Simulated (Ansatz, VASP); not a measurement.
# Ge in VASP and in Ansatz

```xyz
2
Lattice="1.4806 -2.5817 0.0000 1.4806 2.5817 0.0000 0.0000 0.0000 4.7276" Properties=species:S:1:pos:R:3 pbc="T T T"
Ge    1.4806   -0.8600    1.1819
Ge    1.4806    0.8600    3.5457
```

Change from the starting cell: strain -0.0050 x Voigt [1, 1, 0, 0, 0, 0], atoms carried along.

Alike in both runs: task single point; functional PBEsol; k mesh 18 × 18 × 10; occupations gaussian, width 0.15 eV; no spin polarisation.

|  | VASP | Ansatz |
| --- | --- | --- |
| version | VASP 6.6.1 | Ansatz 0.2.0 |
| potentials or method | VASP PAW PBE potentials, release 64 (Ge_d), cutoff 520 eV | scalar-relativistic, plane waves, PAW |
| valence electrons in the cell | 28 | 28 |

Ansatz gave:

```
gap on the k mesh at the Fermi level (eV)                     : none
pressure (GPa)                                                : 1.1
traceless stress, the component that is largest in VASP (GPa) : 0.20
rms of the force components (eV/Å)                            : 0.003
```

Problem. Which values does VASP return?

Solution. gap on the k mesh at the Fermi level (eV): none; pressure (GPa): 1.2; traceless stress, the component that is largest in VASP (GPa): 0.19; rms of the force components (eV/Å): 0.003.

VASP's potentials were made for PBE, not for PBEsol. Atom by atom the forces differ by 0.000 eV/Å (rms over components). A gap of «none» marks a metal or a gap that the smearing closes. With one functional, cell and mesh, what is left measures potentials, basis and numerics.
